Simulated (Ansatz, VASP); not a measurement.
## InP in VASP and in Ansatz

```xyz
2
Lattice="0.0000 2.9799 2.9799 2.9799 0.0000 2.9799 2.9799 2.9799 0.0000" Properties=species:S:1:pos:R:3 pbc="T T T"
In    0.0000    0.0000    0.0000
P     4.4698    4.4698    4.4698
```

Alike in both runs: functional PBE; k mesh 10 × 10 × 10; occupations gaussian, width 0.02 eV; no spin polarisation.

Ansatz relaxed the structure, and its values are those at the end. VASP's run is a single point on that final structure, the one shown.

|  | VASP | Ansatz |
| --- | --- | --- |
| version | VASP 6.6.1 | Ansatz 0.2.0 |
| potentials or method | VASP PAW PBE potentials, release 64 (In_d, P), cutoff 500 eV | scalar-relativistic, plane waves, PAW |
| valence electrons in the cell | 18 | 18 |

Ansatz gave:

- gap on the k mesh at the Fermi level (eV): 0.44
- least direct gap on the mesh (eV): 0.44
- pressure (GPa): 0.0

What did VASP give for the same quantities?

gap on the k mesh at the Fermi level (eV): 0.44; least direct gap on the mesh (eV): 0.44; pressure (GPa): -0.1.
